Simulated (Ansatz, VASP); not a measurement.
# Two plane-wave programs on TiAl

The input INCAR:

```
ALGO = Fast ; EDIFF = 1E-7
ENCUT = 520 ; GGA = PE
ISIF = 2 ; ISMEAR = 0
LASPH = True ; LCHARG = False
LREAL = False ; LWAVE = False
NBANDS = 14 ; NELM = 80
PREC = Accurate ; SIGMA = 0.1
```

File KPOINTS:

```
k-points
0
Gamma
  14 14 8
```

File POSCAR:

```
TiAl
1.0
    3.0092777311     -0.0573452447      0.0184364962
   -1.5543013041      2.5774482990      0.0184188990
    0.0300800737      0.0520670638      4.9692936667
Ti Al
1 1
Direct
   -0.0120815654      0.0120815654      0.0000000000
    0.3454148954      0.6545851046      0.5000000000
```

Input for Ansatz:

```yaml
crystal:
  lattice:
    - [3.0092777311, -0.0573452447, 0.0184364962]
    - [-1.5543013041, 2.577448299, 0.018418899]
    - [0.0300800737, 0.0520670638, 4.9692936667]
  atoms:
    - { symbol: Ti, position: [-0.0120815654, 0.0120815654, 0.0] }
    - { symbol: Al, position: [0.3454148954, 0.6545851046, 0.5] }
basis:
  ecutwfc: 420
kpoints:
  mp_grid: { grid: [14, 14, 8] }
hamiltonian:
  xc: pbe
scf:
  occupations: { method: gaussian, width: 0.1 }
output:
  forces: true
  stress: true
  eigenvalues: true
```

Alike in both runs: task single point; functional PBE; k mesh 14 × 14 × 8; occupations gaussian, width 0.1 eV; no spin polarisation.

|  | VASP | Ansatz |
| --- | --- | --- |
| version | VASP 6.6.1 | Ansatz 0.2.0 |
| potentials or method | VASP PAW PBE potentials, release 64 (Ti_sv, Al), cutoff 520 eV | scalar-relativistic, plane waves, PAW |
| valence electrons in the cell | 15 | 15 |

Ansatz gave:

```
gap on the k mesh at the Fermi level (eV)                     : none
pressure (GPa)                                                : -10.6
traceless stress, the component that is largest in VASP (GPa) : -3.05
rms of the force components (eV/Å)                            : 0.120
```

Task: Estimate VASP's values.

Result: gap on the k mesh at the Fermi level (eV): none; pressure (GPa): -10.6; traceless stress, the component that is largest in VASP (GPa): -3.04; rms of the force components (eV/Å): 0.120.

Atom by atom the forces differ by 0.000 eV/Å (rms over components). A gap of «none» marks a metal or a gap that the smearing closes. Ansatz's warnings: near symmetry operations not taken.
